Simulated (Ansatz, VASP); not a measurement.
## MnS in VASP and in Ansatz

```
Mn S
1.0
     0.00000    2.82012    2.82012
     2.82012    0.00000    2.82012
     2.82012    2.82012    0.00000
Mn S
1 1
Direct
  0.00000 0.00000 0.00000
  0.25000 0.25000 0.25000
```

Alike in both runs: task single point; functional PBEsol; k mesh 14 × 14 × 14; occupations gaussian, width 0.1 eV; collinear spin.

```csv
,VASP,Ansatz
version,VASP 6.6.1,Ansatz 0.2.0
potentials or method,"VASP PAW PBE potentials, release 64 (Mn_pv, S), cutoff 520 eV","scalar-relativistic, plane waves, PAW"
valence electrons in the cell,19,21
```

Ansatz gave:

- gap on the k mesh at the Fermi level (eV): none
- pressure (GPa): -3.0
- net moment per atom (μB): 2.47
- size of the moment on the site where the two differ most (μB): 4.18

Task: What did VASP give for the same quantities?

Result: gap on the k mesh at the Fermi level (eV): none; pressure (GPa): -2.9; net moment per atom (μB): 2.47; size of the moment on the site where the two differ most (μB): 4.34.

VASP's potentials were made for PBE, not for PBEsol. Site moments also hang on the region over which each program counts them. A gap of «none» marks a metal or a gap that the smearing closes. VASP's potentials hold 19 valence electrons a cell and Ansatz's 21, so a difference there can come from the potentials and not from the codes.
